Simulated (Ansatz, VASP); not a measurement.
**One calculation of CSe2, two programs**

Contents of POSCAR:

```
CSe2
1.0
    3.5697670000     -2.9947800000      0.0000000000
    3.5697670000      2.9947800000      0.0000000000
    0.0000000000      0.0000000000      9.4626520000
Se C
4 2
Direct
    0.2124220000      0.7875780000      0.8793850000
    0.7875780000      0.2124220000      0.1206150000
    0.2875780000      0.7124220000      0.3793850000
    0.7124220000      0.2875780000      0.6206150000
    0.0000000000      0.0000000000      0.0000000000
    0.5000000000      0.5000000000      0.5000000000
```

Contents of INCAR.step1:

```
SYSTEM = CSe2
  PREC = Accurate
  ENCUT = 520
  ISMEAR = 0
  SIGMA = 0.02
  LREAL = .FALSE.
  LASPH = .TRUE.
  NELM = 100
  NBANDS = 25
  GGA = PE
  ALGO = Normal
  EDIFF = 1E-4
  LWAVE = .TRUE.
  LCHARG = .FALSE.
```

File INCAR.step2:

```
SYSTEM = CSe2
  PREC = Accurate
  ENCUT = 520
  EDIFF = 1E-6
  ISMEAR = 0
  SIGMA = 0.02
  LREAL = .FALSE.
  LASPH = .TRUE.
  NELM = 100
  ALGO = Normal
  ISIF = 2
  LWAVE = .FALSE.
  LCHARG = .FALSE.
  METAGGA = R2SCAN
  LMIXTAU = .TRUE.
  NBANDS = 25
  ISTART = 1
```

KPOINTS

```
Automatic mesh
0
G
  6 6 3
  0 0 0
```

Input for Ansatz:

```yaml
crystal:
  lattice:
    - [3.569767, -2.99478, 0.0]
    - [3.569767, 2.99478, 0.0]
    - [0.0, 0.0, 9.462652]
  atoms:
    - { symbol: Se, position: [0.212422, 0.787578, 0.879385] }
    - { symbol: Se, position: [0.787578, 0.212422, 0.120615] }
    - { symbol: Se, position: [0.287578, 0.712422, 0.379385] }
    - { symbol: Se, position: [0.712422, 0.287578, 0.620615] }
    - { symbol: C, position: [0.0, 0.0, 0.0] }
    - { symbol: C, position: [0.5, 0.5, 0.5] }
hamiltonian:
  xc: r2scan
kpoints:
  mp_grid: { grid: [6, 6, 3] }
scf:
  occupations: { method: gaussian, width: 0.02 }
  convergence: { dr2_threshold: 1.0e-11 }
basis:
  ecutwfc: 600
output:
  forces: true
```

Alike in both runs: task single point; functional r2SCAN; k mesh 6 × 6 × 3; occupations gaussian, width 0.02 eV; no spin polarisation.

|  | VASP | Ansatz |
| --- | --- | --- |
| version | VASP 6.6.1 | Ansatz 0.2.0 |
| potentials or method | VASP PAW PBE potentials, release 64 (Se, C), cutoff 520 eV | scalar-relativistic, plane waves, PAW |
| valence electrons in the cell | 32 | 72 |

|  | VASP | Ansatz | Ansatz less VASP |
| --- | --- | --- | --- |
| rms of the force components (eV/Å) | 0.249 | 0.303 | +0.0547 |

VASP's potentials were made for PBE, not for r2SCAN. Atom by atom the forces differ by 0.055 eV/Å (rms over components). VASP's potentials hold 32 valence electrons a cell and Ansatz's 72, so a difference there can come from the potentials and not from the codes.
